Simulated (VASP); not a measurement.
C8N: single point with PBE+D3(BJ)

System: C8N, a slab with vacuum.

```
C N
1.0
     4.92989    0.00000    0.00000
    -0.00815    4.41330    0.00000
     0.00000    0.00000   23.61503
C N
16 2
Direct
  0.37457 0.74054 0.16938
  0.87457 0.74054 0.16938
  0.12440 0.63660 0.19242
  0.62440 0.63660 0.19242
  0.12405 0.42910 0.23855
  0.62405 0.42910 0.23855
  0.37388 0.32516 0.26158
  0.87388 0.32516 0.26158
  0.37353 0.11265 0.30772
  0.87353 0.11265 0.30772
  0.12336 0.00729 0.32969
  0.62336 0.00729 0.32969
  0.12299 0.78105 0.37561
  0.62299 0.78105 0.37561
  0.37283 0.68268 0.39445
  0.87283 0.68268 0.39445
  0.37283 0.93268 0.50879
  0.37283 0.93268 0.55537
```

| Item | Value |
| --- | --- |
| Program | VASP 6.6.1 |
| Task | single point |
| Functional | PBE |
| Dispersion | D3(BJ) |
| Potentials or basis | VASP PAW PBE potentials, release 64 (C, N) |
| Cutoff | 520 eV |
| k mesh | 6 × 6 × 1 |
| Occupations | gaussian, width 0.05 eV |
| Spin | no spin polarisation |

| Property | Result |
| --- | --- |
| Largest force | 2.960 eV/Å |
| Band gap on the k mesh | zero (bands 37 and 38 overlap by 0.03 eV) |
| Dispersion energy per atom | -0.109 eV |

Forces on the atoms (eV/Å):
```
C    0.001 -1.170  1.513
C    0.001 -1.158  1.518
C   -0.001  1.864 -2.299
C    0.001  1.864 -2.299
C    0.001 -0.838  0.988
C    0.004 -0.838  0.988
C    0.002  0.156 -0.200
C    0.002  0.150 -0.212
C   -0.005 -0.010 -0.006
C   -0.005 -0.032 -0.007
C    0.012  0.018 -0.036
C   -0.011  0.019 -0.036
C   -0.024 -0.025  0.030
C    0.013 -0.025  0.030
C    0.005 -0.031 -0.136
C    0.005 -0.002  0.086
N    0.000  0.090 -2.065
N   -0.001 -0.033  2.142
```

Levels at points of the mesh, in eV from the Fermi level:
| k point | band 35 | band 36 | band 37 | band 38 | band 39 | band 40 |
| --- | --- | --- | --- | --- | --- | --- |
| (0.00, 0.00, 0.00) | -0.55 | -0.31 | -0.08 | 0.29 | 0.59 | 1.06 |
| (0.50, 0.00, 0.00) | -1.82 | -0.17 | -0.14 | -0.01 | 0.00 | 2.63 |
| (0.00, 0.50, 0.00) | -0.54 | -0.31 | -0.03 | 0.35 | 0.46 | 1.00 |
| (0.50, 0.50, 0.00) | -0.97 | -0.12 | -0.10 | 0.02 | 0.03 | 2.25 |

It took 36 min on 1 thread of Intel Xeon 8259CL, with other jobs on the host, peak memory 0.73 GiB.

Caveat: the standard files for N, O and F lose accuracy on very short bonds.
